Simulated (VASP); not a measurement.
Input of a VASP 6.6.1 run:

Contents of INCAR:

```
SYSTEM = TiN
  ALGO = Normal
  EDIFF = 1E-6
  ENCUT = 520
  GGA = PE
  ISIF = 2
  ISMEAR = 1
  IVDW = 12
  LASPH = .True.
  LCHARG = .False.
  LREAL = .False.
  LWAVE = .False.
  NBANDS = 16
  NELM = 60
  PREC = Accurate
  SIGMA = 0.2
```

File KPOINTS:

```
k-points
0
Gamma
  9 9 9
  0 0 0
```

File POSCAR:

```
TiN
1.0
    2.9967190000      0.0000000000      0.0000000000
    1.4983595000      2.5952347820      0.0000000000
    1.4983595000      0.8650782607      2.4468108175
Ti N
1 1
Direct
    0.0000000000      0.0000000000      0.0000000000
    0.5000000000      0.5000000000      0.5000000000
```

Potentials or basis: VASP PAW PBE potentials, release 64 (Ti_sv, N).

Run with:

```sh
$ cat potpaw_PBE.64/Ti_sv/POTCAR potpaw_PBE.64/N/POTCAR > POTCAR
$ mpirun -np 1 vasp_std > vasp.out
```

(1) Estimate the pressure.

(2) Predict the dispersion energy per atom.

## Answers

(1) -6.1 GPa.

(2) -0.469 eV.

Caveat: three body term missing; pairwise dispersion overbinds metals, which lowers pressure and volume.
